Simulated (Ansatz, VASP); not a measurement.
# V in VASP and in Ansatz

Contents of INCAR:

```
SYSTEM = V
ALGO     = Fast           ! electronic algorithm
EDIFF    = 1E-6           ! SCF threshold, eV
ENCUT    = 520            ! plane-wave cutoff, eV
GGA      = PE             ! functional
ISIF     = 2              ! what is computed and relaxed
ISMEAR   = 0              ! smearing method
LASPH    = .True.         ! aspherical terms in the spheres
LCHARG   = .False.        ! write CHGCAR
LREAL    = .False.        ! projectors in reciprocal space
LWAVE    = .False.        ! write WAVECAR
NBANDS   = 12             ! bands
NELM     = 80             ! most SCF steps
PREC     = Accurate       ! precision mode
SIGMA    = 0.1            ! smearing width, eV
```

The input KPOINTS:

```
k-points
0
Gamma
  18 18 18
  0 0 0
```

POSCAR

```
V
1.0
    0.0000000000      1.9271734278      1.9271734278
    1.9271734278      0.0000000000      1.9271734278
    1.9271734278      1.9271734278      0.0000000000
V
1
Direct
    0.0000000000      0.0000000000      0.0000000000
```

Input for Ansatz:

```yaml
crystal:
  lattice:
    - [0.0, 1.9271734278, 1.9271734278]
    - [1.9271734278, 0.0, 1.9271734278]
    - [1.9271734278, 1.9271734278, 0.0]
  atoms:
    - { symbol: V, position: [0.0, 0.0, 0.0] }
basis:
  ecutwfc: 420
kpoints:
  mp_grid: { grid: [18, 18, 18] }
hamiltonian:
  xc: pbe
scf:
  occupations: { method: gaussian, width: 0.1 }
output:
  forces: true
  stress: true
  eigenvalues: true
  write_density: true
  write_potential: true
  elf: true
  volumetric_format: npy
```

Alike in both runs: task single point; functional PBE; k mesh 18 × 18 × 18; occupations gaussian, width 0.1 eV; no spin polarisation.

```csv
,VASP,Ansatz
version,VASP 6.6.1,Ansatz 0.2.0
potentials or method,"VASP PAW PBE potentials, release 64 (V_sv), cutoff 520 eV","scalar-relativistic, plane waves, PAW"
valence electrons in the cell,13,13
```

```tsv
	VASP	Ansatz	Ansatz less VASP
gap on the k mesh at the Fermi level (eV)	none	none	-
pressure (GPa)	-4.6	-4.9	-0.31
```

A gap of «none» marks a metal or a gap that the smearing closes.
